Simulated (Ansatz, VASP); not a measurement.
## Ag: VASP beside Ansatz

```
Ag
1.0
     0.00000    2.06394    2.06394
     2.06394    0.00000    2.06394
     2.06394    2.06394    0.00000
Ag
1
Cartesian
  0.0000 0.0000 0.0000
```

Alike in both runs: task single point; functional PBE; k mesh 14 × 14 × 14; occupations gaussian, width 0.05 eV; no spin polarisation.

|  | VASP | Ansatz |
| --- | --- | --- |
| version | VASP 6.6.1 | Ansatz 0.2.0 |
| potentials or method | VASP PAW PBE potentials, release 64 (Ag), cutoff 500 eV | scalar-relativistic, plane waves, PAW |
| valence electrons in the cell | 11 | 19 |

|  | VASP | Ansatz | Ansatz less VASP |
| --- | --- | --- | --- |
| gap on the k mesh at the Fermi level (eV) | none | none | - |
| pressure (GPa) | 1.2 | 1.3 | +0.07 |

A gap of «none» marks a metal or a gap that the smearing closes. VASP's potentials hold 11 valence electrons a cell and Ansatz's 19, so a difference there can come from the potentials and not from the codes.
